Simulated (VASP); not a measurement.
# CaH3 (P4/mbm) in VASP: relaxation of cell and atoms with PBE

Aim: the relaxation of cell and atoms of CaH3 with PBE.

Everything below comes from runs of VASP 6.6.1. Logs are shortened: lines on timing, memory, paths and dates and some standing lists are left out, and cuts for length are marked.

## 1. The cell of the first run

It takes space group P4/mbm (No. 127, tetragonal). Conventional cell: a = 5.635 Å, b = 5.635 Å, c = 4.261 Å, α = 90.00°, β = 90.00°, γ = 90.00°. Within 2.8 Å of Ca (site symmetry 4/m) lie 6 H at 2.13 to 2.52 Å. H (site symmetry m2m) has 1 H at 0.89 Å within 1.2 Å. H (site symmetry 4/m) has 2 Ca at 2.13 Å within 2.8 Å.

## 2. Relaxation of cell and atoms, PBE

The input, INCAR:

```
SYSTEM = CaH3
PREC = Accurate
ENCUT = 600
EDIFF = 1E-6
ISMEAR = 0
SIGMA = 0.1
LREAL = .FALSE.
LASPH = .TRUE.
NELM = 60
ALGO = Normal
ISIF = 3
LWAVE = .FALSE.
LCHARG = .FALSE.
GGA = PE
IBRION = 2
NSW = 100
EDIFFG = -0.01
```

The input, KPOINTS:

```
Automatic mesh
0
G
  8 8 10
  0 0 0
```

The input, POSCAR:

```
CaH3
1.0
    5.6349685577      0.0000000000      0.0000000000
    0.0000000000      5.6349685577      0.0000000000
    0.0000000000      0.0000000000      4.2613132154
Ca H
2 6
Direct
    0.5000000000      0.5000000000      0.0000000000
    0.0000000000      0.0000000000      0.0000000000
    0.9441591185      0.4441591185      0.0000000000
    0.5558408815      0.9441591185      0.0000000000
    0.5000000000      0.5000000000      0.5000000000
    0.0558408815      0.5558408815      0.0000000000
    0.4441591185      0.0558408815      0.0000000000
    0.0000000000      0.0000000000      0.5000000000
```

Potentials or basis: VASP PAW PBE potentials, release 64 (Ca_sv, H).

Started as:

```console
cat potpaw_PBE.64/Ca_sv/POTCAR potpaw_PBE.64/H/POTCAR > POTCAR
mpirun -np 1 vasp_std > vasp.out
```

OUTCAR:

```text
SYSTEM = CaH3
   PREC = Accurate
   ENCUT = 600
   EDIFF = 1E-6
   ISMEAR = 0
   LREAL = .FALSE.
   LASPH = .TRUE.
   NELM = 60
   ISIF = 3
   GGA = PE
   IBRION = 2
   NSW = 100
   EDIFFG = -0.01

 ion  position               nearest neighbor table
   1  0.500  0.500  0.000-
   2  0.000  0.000  0.000-
   3  0.944  0.444  0.000-
   4  0.556  0.944  0.000-
   5  0.500  0.500  0.500-
   6  0.056  0.556  0.000-
   7  0.444  0.056  0.000-
   8  0.000  0.000  0.500-

  LATTYP: Found a simple tetragonal cell.
 ALAT       =     5.6349685577
 C/A-ratio  =     0.7562266181

  Lattice vectors:

 A1 = (   5.6349685577,   0.0000000000,   0.0000000000)
 A2 = (   0.0000000000,   5.6349685577,   0.0000000000)
 A3 = (   0.0000000000,   0.0000000000,   4.2613132154)

Analysis of symmetry for initial positions (statically):
=====================================================================
 Subroutine PRICEL returns:
 Original cell was already a primitive cell.

 Routine SETGRP: Setting up the symmetry group for a
 simple tetragonal supercell.

 Subroutine GETGRP returns: Found 16 space group operations
 (whereof  8 operations were pure point group operations)
 out of a pool of 16 trial point group operations.

The static configuration has the point symmetry C_4h.
 The point group associated with its full space group is D_4h.

Analysis of symmetry for dynamics (positions and initial velocities):
=====================================================================
 Subroutine PRICEL returns:
 Original cell was already a primitive cell.

 Routine SETGRP: Setting up the symmetry group for a
 simple tetragonal supercell.

 Subroutine GETGRP returns: Found 16 space group operations
 (whereof  8 operations were pure point group operations)
 out of a pool of 16 trial point group operations.

The dynamic configuration has the point symmetry C_4h.
 The point group associated with its full space group is D_4h.

 Subroutine INISYM returns: Found 16 space group operations
 (whereof  8 operations are pure point group operations),
 and found     1 'primitive' translations

----------------------------------------------------------------------------------------

                                     Primitive cell

  volume of cell :     135.3089

  direct lattice vectors                    reciprocal lattice vectors
     5.634968558  0.000000000  0.000000000     0.177463279  0.000000000  0.000000000
     0.000000000  5.634968558  0.000000000     0.000000000  0.177463279  0.000000000
     0.000000000  0.000000000  4.261313215     0.000000000  0.000000000  0.234669443

  length of vectors
     5.634968558  5.634968558  4.261313215     0.177463279  0.177463279  0.234669443

  position of ions in fractional coordinates (direct lattice)
     0.500000000  0.500000000  0.000000000
     0.000000000  0.000000000  0.000000000
     0.944159118  0.444159118  0.000000000
     0.555840882  0.944159118  0.000000000
     0.500000000  0.500000000  0.500000000
     0.055840882  0.555840882  0.000000000
     0.444159118  0.055840882  0.000000000
     0.000000000  0.000000000  0.500000000

  ion indices of the primitive-cell ions
   primitive index   ion index
                 1           1
                 2           2
                 3           3
                 4           4
                 5           5
                 6           6
                 7           7
                 8           8

----------------------------------------------------------------------------------------

 KPOINTS: Automatic mesh

Automatic generation of k-mesh.
 Grid dimensions read from file:
 generate k-points for:    8    8   10

 Generating k-lattice:

  Cartesian coordinates                     Fractional coordinates (reciprocal lattice)
     0.022182910  0.000000000  0.000000000     0.125000000  0.000000000  0.000000000
     0.000000000  0.022182910  0.000000000     0.000000000  0.125000000  0.000000000
     0.000000000  0.000000000  0.023466944     0.000000000  0.000000000  0.100000000

  Length of vectors
     0.022182910  0.022182910  0.023466944

  Shift w.r.t. Gamma in fractional coordinates (k-lattice)
     0.000000000  0.000000000  0.000000000

 Subroutine IBZKPT returns following result:
 ===========================================

 Found     90 irreducible k-points:

 Following reciprocal coordinates:
            Coordinates               Weight
  0.000000  0.000000  0.000000      1.000000
  0.125000  0.000000  0.000000      4.000000
  0.250000  0.000000  0.000000      4.000000
  0.375000  0.000000  0.000000      4.000000
  0.500000  0.000000  0.000000      2.000000
  0.125000  0.125000  0.000000      4.000000
[... 16 lines left out ...]
  0.375000  0.125000  0.100000     16.000000
  0.500000  0.125000  0.100000      8.000000
 [... further k-points ...]
   k-points           NKPTS =     90   k-points in BZ     NKDIM =     90   number of bands    NBANDS=     18
   number of dos      NEDOS =    301   number of ions     NIONS =      8
   total plane-waves  NPLWV =  82944
   dimension x,y,z NGX =    48 NGY =   48 NGZ =   36
   dimension x,y,z NGXF=    96 NGYF=   96 NGZF=   72
   ions per type =               2   6
   NGX,Y,Z   is equivalent  to a cutoff of  14.16, 14.16, 14.04 a.u.
   NGXF,Y,Z  is equivalent  to a cutoff of  28.32, 28.32, 28.09 a.u.
 SYSTEM =  CaH3
   PREC   = accura    normal or accurate (medium, high low for compatibility)
   ISTART =      0    job   : 0-new  1-cont  2-samecut
   ICHARG =      2    charge: 1-file 2-atom 10-const
   ISPIN  =      1    spin polarized calculation?
   LNONCOLLINEAR =      F non collinear calculations
   LSORBIT =      F    spin-orbit coupling
   LASPH  =      T    aspherical Exc in radial PAW
   ENCUT  =  600.0 eV  44.10 Ry    6.64 a.u.  11.25 11.25  8.51*2*pi/ulx,y,z
   NELM   =     60;   NELMIN=  2; NELMDL= -5     # of ELM steps
   EDIFF  = 0.1E-05   stopping-criterion for ELM
   LREAL  =      F    real-space projection
   EDIFFG = -.1E-01   stopping-criterion for IOM
   NSW    =    100    number of steps for IOM
   IBRION =      2    ionic relax: 0-MD 1-quasi-New 2-CG
   NFREE  =      1    steps in history (QN), initial steepest desc. (CG)
   ISIF   =      3    stress and relaxation
   ISYM   =      2    0-nonsym 1-usesym 2-fastsym
   POTIM  = 0.5000    time-step for ionic-motion
   TEBEG  =    0.0;   TEEND  =   0.0 temperature during run
   PSTRESS=    0.0 pullay stress
   NELECT =      26.0000    total number of electrons
   NUPDOWN=      -1.0000    fix difference up-down
   EMIN   =  10.00;   EMAX   =-10.00  energy-range for DOS
   EFERMI =   0.00;   METHOD = LEGACY
   ISMEAR =     0;   SIGMA  =   0.10  broadening in eV -4-tet -1-fermi 0-gaus
   EFERMI_NEDOS =   21; number of points for ismear=-14 and -15
   IALGO  =     38    algorithm
   IMIX   =      4    mixing-type and parameters
     AMIX     =   0.40;   BMIX     =  1.00
     AMIX_MAG =   1.60;   BMIX_MAG =  1.00
  volume/ion in A,a.u.               =      16.91       114.14
  Fermi-wavevector in a.u.,A,eV,Ry     =   0.944692  1.785210 12.142436  0.892444
  Thomas-Fermi vector in A             =   2.072522
   LORBIT       =      0    0 simple, 1 ext, 2 COOP (PROOUT), +10 PAW based schemes
   GGA     = PE    functional components
   LHFCALC =     F    Hartree Fock is set to
   AEXX    =    0.0000 exact exchange contribution
   IVDW    =     0    specifies the selected vdW correction
   LEPSILON=     F    determine dielectric tensor
   LRPA    =     F    only Hartree local field effects (RPA)
 conjugate gradient relaxation of ions
 non-spin polarized calculation
 Gauss-broadening in eV      SIGMA  =   0.10
  energy-cutoff  :      600.00
  volume of cell :      135.31
 maximum number of plane-waves:      4544
 NGX is ok and might be reduce to    48
   NGX = 23   NGY = 23   NGZ = 17

 number of electron      25.9999994 magnetization

 Free energy of the ion-electron system (eV)
  ---------------------------------------------------
  ext. energy  EPLUGINS =         0.00000000
  ---------------------------------------------------
  free energy    TOTEN  =       -22.80285166 eV

  energy without entropy =      -22.77826024  energy(sigma->0) =      -22.79055595

 E-fermi :   0.8235     XC(G=0):  -6.8636

 val. band max:        0.8154869507   @ k =   0.5000   0.0000   0.0000
 cond. band min:       0.8290166462   @ k =   0.3750   0.1250   0.3000
 fundamental gap:      0.0135296955
 Fermi energy:         0.8234991670

 k-point     1 :       0.0000    0.0000    0.0000
  band No.  band energies     occupation
      1     -40.8587      2.00000
      2     -40.8509      2.00000
      3     -21.9904      2.00000
      4     -21.9904      2.00000
      5     -21.9308      2.00000
      6     -21.9308      2.00000
[... 10 lines left out ...]
     17       3.8588      0.00000
     18       3.8588      0.00000

 k-point     2 :       0.1250    0.0000    0.0000
  band No.  band energies     occupation
      1     -40.8584      2.00000
      2     -40.8512      2.00000
      3     -21.9887      2.00000
      4     -21.9882      2.00000
      5     -21.9336      2.00000
      6     -21.9330      2.00000
[... 10 lines left out ...]
     17       3.8499      0.00000
     18       3.8877      0.00000

 k-point     3 :       0.2500    0.0000    0.0000
  band No.  band energies     occupation
      1     -40.8576      2.00000
      2     -40.8520      2.00000
      3     -21.9836      2.00000
      4     -21.9817      2.00000
      5     -21.9415      2.00000
      6     -21.9395      2.00000
[... 412 lines left out ...]
 k-point    23 :       0.3750    0.1250    0.1000
  band No.  band energies     occupation
      1     -40.8559      2.00000
      2     -40.8532      2.00000
      3     -21.9871      2.00000
      4     -21.9661      2.00000
      5     -21.9585      2.00000
      6     -21.9374      2.00000
[... 10 lines left out ...]
     17       3.4451      0.00000
     18       3.5575      0.00000

 k-point    24 :       0.5000    0.1250    0.1000
  band No.  band energies     occupation
      1     -40.8546      2.00000
      2     -40.8546      2.00000
      3     -21.9781      2.00000
      4     -21.9781      2.00000
      5     -21.9470      2.00000
      6     -21.9470      2.00000
[... 10 lines left out ...]
     17       3.4523      0.00000
     18       3.4523      0.00000

 [... further k-points ...]
[... 5 lines left out ...]
  --------------------------------------------------------------------------------------
  -------------------------------------------------------------------------------------
  Total        0.0012687      0.0012687      0.0465062      0.0000000     -0.0000000      0.0000000
  in kB        0.0150230      0.0150230      0.5506740      0.0000000     -0.0000000      0.0000000
  external PRESSURE =       0.1935733 kB  Pullay stress =       0.0000000 kB

 VOLUME and BASIS-vectors are now :
 -----------------------------------------------------------------------------
  energy-cutoff  :      600.00
  volume of cell :      135.31
      direct lattice vectors                 reciprocal lattice vectors
     5.634968558  0.000000000  0.000000000     0.177463279  0.000000000  0.000000000
     0.000000000  5.634968558  0.000000000     0.000000000  0.177463279  0.000000000
     0.000000000  0.000000000  4.261313215     0.000000000  0.000000000  0.234669443

 POSITION                                       TOTAL-FORCE (eV/Angst)
 -----------------------------------------------------------------------------------
      2.81748      2.81748      0.00000         0.000000      0.000000      0.000000
      0.00000      0.00000      0.00000         0.000000      0.000000      0.000000
      5.32031      2.50282      0.00000         0.004533      0.004533      0.000000
      3.13215      5.32031      0.00000        -0.004533      0.004533      0.000000
      2.81748      2.81748      2.13066         0.000000      0.000000      0.000000
      0.31466      3.13215      0.00000        -0.004533     -0.004533     -0.000000
      2.50282      0.31466      0.00000         0.004533     -0.004533     -0.000000
      0.00000      0.00000      2.13066         0.000000      0.000000      0.000000
 -----------------------------------------------------------------------------------
    total drift:                                0.000000      0.000000      0.000000

  FREE ENERGIE OF THE ION-ELECTRON SYSTEM (eV)
  ---------------------------------------------------
  free  energy   TOTEN  =       -22.8028516581 eV

  energy  without entropy=      -22.7782602428  energy(sigma->0) =      -22.79055595

 reached required accuracy - stopping structural energy minimisation
```

Wall time 6.4 min (1 thread of Oxide Virtual Turin-like, shared host); peak memory 0.4 GiB.

Results:

```
Free energy                  : -22.8029 eV
Pressure after relaxing      : 0.0 GPa
Largest force after relaxing : 0.006 eV/Å
Band gap on the k mesh       : zero (bands 13 and 14 overlap by 1.91 eV)
```

Forces in eV/Å, atoms in the order of the input:
```
Ca   0.000  0.000  0.000
Ca   0.000  0.000  0.000
H    0.005  0.005  0.000
H   -0.005  0.005  0.000
H    0.000  0.000  0.000
H   -0.005 -0.005  0.000
H    0.005 -0.005  0.000
H    0.000  0.000  0.000
```

Final structure:
```yaml
crystal:
  lattice:
    - [5.63497, 0.00000, 0.00000]
    - [0.00000, 5.63497, 0.00000]
    - [0.00000, 0.00000, 4.26131]
  atoms:
    - { symbol: Ca, position: [0.50000, 0.50000, 0.00000] }
    - { symbol: Ca, position: [0.00000, 0.00000, 0.00000] }
    - { symbol: H, position: [0.94416, 0.44416, 0.00000] }
    - { symbol: H, position: [0.55584, 0.94416, 0.00000] }
    - { symbol: H, position: [0.50000, 0.50000, 0.50000] }
    - { symbol: H, position: [0.05584, 0.55584, 0.00000] }
    - { symbol: H, position: [0.44416, 0.05584, 0.00000] }
    - { symbol: H, position: [0.00000, 0.00000, 0.50000] }
```

Levels at points of the mesh, in eV from the Fermi level:
```
           k point  band 9  band 10  band 11  band 12  band 13  band 14  band 15  band 16  band 17  band 18
(0.00, 0.00, 0.00)   -8.70    -8.14    -3.87    -3.35     0.32     0.32     1.21     2.79     3.04     3.04
(0.50, 0.00, 0.00)   -8.29    -8.29    -3.73    -3.73    -0.01    -0.01     1.36     1.36     3.05     3.05
(0.50, 0.50, 0.00)   -8.12    -8.12    -3.89    -3.89    -0.64    -0.64     1.88     1.88     2.61     2.62
(0.00, 0.00, 0.50)   -8.52    -8.06    -3.10    -1.98     1.10     1.10     1.44     1.48     1.48     3.09
(0.50, 0.00, 0.50)   -8.16    -8.16    -2.58    -2.58     0.16     0.16     1.60     1.60     1.78     1.78
(0.50, 0.50, 0.50)   -8.02    -8.02    -2.45    -2.45    -0.81    -0.81     0.48     0.48     2.02     2.02
```

Caveat: the relaxation stopped at its first step, so nothing moved.
